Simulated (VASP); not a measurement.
# AlH2: single point with PBE

Crystal: AlH2.

```
Al H
1.0
     4.32838    0.00000    0.00000
     0.00000    8.86928    0.00000
     0.00000    0.00000    9.11464
Al H
8 16
Cartesian
  1.2646 0.9593 1.1196
  3.4288 3.4753 5.6769
  1.2646 7.9100 7.9950
  0.8996 5.3940 5.6769
  0.8996 3.4753 3.4377
  3.0637 0.9593 7.9950
  3.0637 7.9100 1.1196
  3.4288 5.3940 3.4377
  2.1642 3.1662 4.5573
  2.1642 2.0656 0.0000
  0.0000 1.2684 0.0000
  0.0000 2.3690 4.5573
  2.1642 4.4346 2.5662
  2.1642 6.8036 0.0000
  0.0000 0.0000 1.9911
  0.0000 6.5003 4.5573
  0.0000 7.6008 0.0000
  2.1642 4.4346 6.5484
  1.0821 2.2173 2.2787
  2.1642 5.7031 4.5573
  1.0821 6.6520 6.8360
  0.0000 0.0000 7.1235
  3.2463 6.6520 2.2787
  3.2463 2.2173 6.8360
```

The cell was generated, and may not be a known phase.

* Program: VASP 6.6.1
* Task: single point
* Functional: PBE
* Potentials or basis: VASP PAW PBE potentials, release 64 (Al, H)
* Cutoff: 520 eV
* k mesh: 10 × 4 × 4
* Occupations: gaussian, width 0.1 eV
* Spin: no spin polarisation
* Dipole correction: no
* Further INCAR settings: LREAL = Auto; ALGO = Normal; EDIFF = 1e-06; NBANDS = 38

```yaml
Pressure: -0.1 GPa
Largest_force: 0.006 eV/Å
Band_gap_on_the_k_mesh: zero (bands 20 and 21 overlap by 0.15 eV)
```

Forces in eV/Å, atoms in the order of the input:
```
Al  -0.002  0.000 -0.001
Al  -0.002  0.000 -0.001
Al  -0.002  0.000  0.001
Al   0.002  0.000 -0.001
Al   0.002  0.000  0.001
Al   0.002  0.000  0.001
Al   0.002  0.000 -0.001
Al  -0.002  0.000  0.001
H    0.000  0.003  0.000
H    0.000  0.006  0.000
H    0.000 -0.003  0.000
H    0.000 -0.006  0.000
H    0.000  0.000  0.005
H    0.000 -0.006  0.000
H    0.000  0.000 -0.005
H    0.000  0.006  0.000
H    0.000  0.003  0.000
H    0.000  0.000 -0.005
H    0.000  0.000  0.000
H    0.000 -0.003  0.000
H    0.000  0.000  0.000
H    0.000  0.000  0.005
H    0.000  0.000  0.000
H    0.000  0.000  0.000
```

Levels at points of the mesh, in eV from the Fermi level:
```tsv
k point	band 16	band 17	band 18	band 19	band 20	band 21	band 22	band 23	band 24	band 25
(0.00, 0.00, 0.00)	-2.67	-1.48	-1.07	-0.69	-0.36	0.27	0.30	1.30	1.78	2.03
(0.50, 0.00, 0.00)	-3.42	-2.29	-2.29	-1.92	-1.92	0.92	0.92	1.79	1.79	3.47
(0.00, 0.50, 0.00)	-2.76	-1.24	-1.24	-0.32	-0.32	0.28	0.28	1.57	1.57	2.14
(0.50, 0.50, 0.00)	-3.29	-2.32	-2.32	-2.23	-2.23	1.56	1.56	2.11	2.11	2.51
(0.00, 0.00, 0.50)	-2.76	-1.33	-1.33	0.01	0.01	0.03	0.03	1.51	1.51	2.31
(0.50, 0.00, 0.50)	-3.41	-2.33	-2.33	-2.26	-2.26	1.44	1.44	2.40	2.40	2.54
(0.00, 0.50, 0.50)	-2.78	-1.44	-1.44	-0.04	-0.04	0.21	0.21	1.80	1.80	2.08
(0.50, 0.50, 0.50)	-3.19	-3.02	-2.38	-2.23	-1.35	0.88	1.07	1.50	2.14	2.52
```

Wall time 20 min on 1 thread of AMD EPYC 7R32 (Zen 2), on a shared host, peak memory 0.61 GiB.
